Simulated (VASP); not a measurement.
# Cs2TaSiF6: single point with LDA

Cs2TaSiF6:

```
Ta F Cs Si
1.0
     0.00000    4.58499    4.58499
     4.58499    0.00000    4.58499
     4.58499    4.58499    0.00000
Ta F Cs Si
1 6 2 1
Cartesian
  0.0000 0.0000 0.0000
  1.9257 4.5850 4.5850
  4.5850 1.9257 4.5850
  7.2443 4.5850 4.5850
  4.5850 7.2443 4.5850
  4.5850 4.5850 1.9257
  4.5850 4.5850 7.2443
  2.2925 2.2925 2.2925
  6.8775 6.8775 6.8775
  4.5850 4.5850 4.5850
```

- Program: VASP 6.6.1
- Task: single point
- Functional: LDA
- Potentials or basis: VASP PAW LDA potentials, release 64 (Ta_sv_GW, F, Cs_sv, Si)
- Cutoff: 520 eV
- k mesh: 5 × 5 × 5
- Occupations: tetrahedron, width 0.1 eV
- Spin: no spin polarisation
- Dipole correction: no
- k mesh for the DOS: 8 × 8 × 8
- Occupations for the DOS: tetrahedron
- Further INCAR settings: ALGO = Normal; EDIFF = 1e-06

- Valence electrons inside the program's atomic spheres: Ta 11.92; F 6.07; Cs 6.54; Si 1.53

Levels at points of the mesh, in eV from the Fermi level:
```csv
k point,band 35,band 36,band 37,band 38,band 39,band 40,band 41,band 42
"(0.00, 0.00, 0.00)",-6.97,-6.97,-5.92,0.09,0.09,0.09,0.23,0.23
"(0.50, 0.00, 0.00)",-7.01,-7.01,-5.22,-0.28,-0.14,-0.14,0.53,0.53
"(0.50, 0.50, 0.00)",-7.05,-6.97,-5.94,0.10,0.22,0.42,0.42,0.47
```

Wall time 3.6 min on 1 thread of Intel(R) Xeon(R) 6975P-C (Granite Rapids), with other jobs on the host, peak memory 0.38 GiB.

Caveat: spin-orbit coupling is left out, which moves the levels of the heavy elements; an odd number of electrons without spin polarisation forces a metal; a magnetic or distorted state may lie lower.
